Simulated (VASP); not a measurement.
Set up this calculation in VASP 6.6.1, as the native input.

```
Task                   : single point
Functional             : LDA
Potentials or basis    : VASP PAW LDA potentials, release 64 (Si, O)
Cutoff                 : 520 eV
k mesh                 : 8 × 8 × 8
Occupations            : gaussian, width 0.02 eV
Spin                   : no spin polarisation
Dipole correction      : no
Further INCAR settings : ALGO = Normal; EDIFF = 1e-07; NBANDS = 25
```

The structure of SiO2 lies in POSCAR:

```
SiO2
1.0
   -2.3938045618      2.3938045618      3.6244467293
    2.3938045618     -2.3938045618      3.6244467293
    2.3938045618      2.3938045618     -3.6244467293
Si O
2 4
Direct
    0.0000000000      0.0000000000      0.0000000000
    0.7500000000      0.2500000000      0.5000000000
    0.9951805970      0.6250000000      0.8701805970
    0.3750000000      0.2451805970      0.3701805970
    0.7548194030      0.1250000000      0.1298194030
    0.8750000000      0.0048194030      0.6298194030
```

This cell differs from its parent crystal: volume scaled by 0.94, then relaxed in part.

The input as run:

INCAR

```
PREC     = Accurate       # precision mode
ENCUT    = 520            # plane-wave cutoff, eV
EDIFF    = 1E-7           # SCF threshold, eV
ISMEAR   = 0              # smearing method
SIGMA    = 0.02           # smearing width, eV
LREAL    = F              # projectors in reciprocal space
LASPH    = T              # aspherical terms in the spheres
NELM     = 100            # most SCF steps
ALGO     = Normal         # electronic algorithm
ISIF     = 2              # what is computed and relaxed
LWAVE    = F              # write WAVECAR
LCHARG   = F              # write CHGCAR
NBANDS   = 25             # bands
```

KPOINTS

```
Automatic mesh
0
Gamma
  8 8 8
```

Potentials or basis: VASP PAW LDA potentials, release 64 (Si, O).

Launch:

```sh
$ cat potpaw_LDA.64/Si/POTCAR potpaw_LDA.64/O/POTCAR > POTCAR
$ mpirun -np 1 vasp_std > vasp.out
```

It gave:

```json
{
 "Pressure": "2.0 GPa",
 "Largest force": "0.041 eV/Å",
 "Band gap on the k mesh": "5.99 eV, direct"
}
```

Wall time 2.4 min on 1 thread of Intel(R) Xeon(R) Platinum 8488C (Sapphire Rapids), with other jobs on the host, peak memory 0.24 GiB.
